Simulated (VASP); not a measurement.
A run of VASP 6.6.1 is set up as follows.

INCAR

```
PREC = Accurate
ENCUT = 520
EDIFF = 1E-6
ISMEAR = 1
SIGMA = 0.15
LREAL = F
LASPH = T
NELM = 100
ALGO = Normal
ISIF = 2
LWAVE = F
LCHARG = F
GGA = PS
NBANDS = 77
```

Contents of KPOINTS:

```
regular mesh
0
Gamma
  3 3 3
```

File POSCAR:

```
CdRu2O4
1.0
    0.0000000000      4.3886968700      4.3886968700
    4.3886968700      0.0000000000      4.3886968700
    4.3886968700      4.3886968700      0.0000000000
Cd Ru O
2 4 8
Direct
   -0.0181847829      0.0014497470     -0.0025466557
    0.2551762022      0.2586863558      0.2334105158
    0.6140599544      0.6251375024      0.6337774247
    0.1520053719      0.6129640710      0.6565435220
    0.6064349120      0.6314614753      0.1186518494
    0.6347520876      0.1167327148      0.6138155766
    0.3915099518      0.4018679240      0.4197570611
    0.4393655012      0.8684286277      0.8426697285
    0.4475111994      0.3589083609      0.8057289224
    0.8560607195      0.4509404633      0.8613944212
    0.7840706711      0.4154384670      0.3903797758
    0.8228506336      0.8680581304      0.8442280499
    0.4242307125      0.8257565075      0.3590799380
    0.8799872979      0.8259562251      0.4672579494
```

Potentials or basis: VASP PAW PBE potentials, release 64 (Cd, Ru_pv, O).

Command:

```bash
$ cat potpaw_PBE.64/Cd/POTCAR potpaw_PBE.64/Ru_pv/POTCAR potpaw_PBE.64/O/POTCAR > POTCAR
$ mpirun -np 1 vasp_std > vasp.out
```

**Question.** What does it give for the band gap on the k mesh?

**Answer.** Zero (bands 64 and 65 overlap by 0.33 eV).

**Question.** Estimate the largest force.

**Answer.** 3.226 eV/Å.

**Question.** Estimate the pressure.

**Answer.** 8.2 GPa.

Stress tensor (GPa, compression positive):
```
13.24 -1.81 -0.13
-1.81  7.58 -5.04
-0.13 -5.04  3.88
```

Caveat: the k points lie up to 0.41 Å⁻¹ apart; the PAW data sets were made with another functional, which shifts forces and pressure a little.
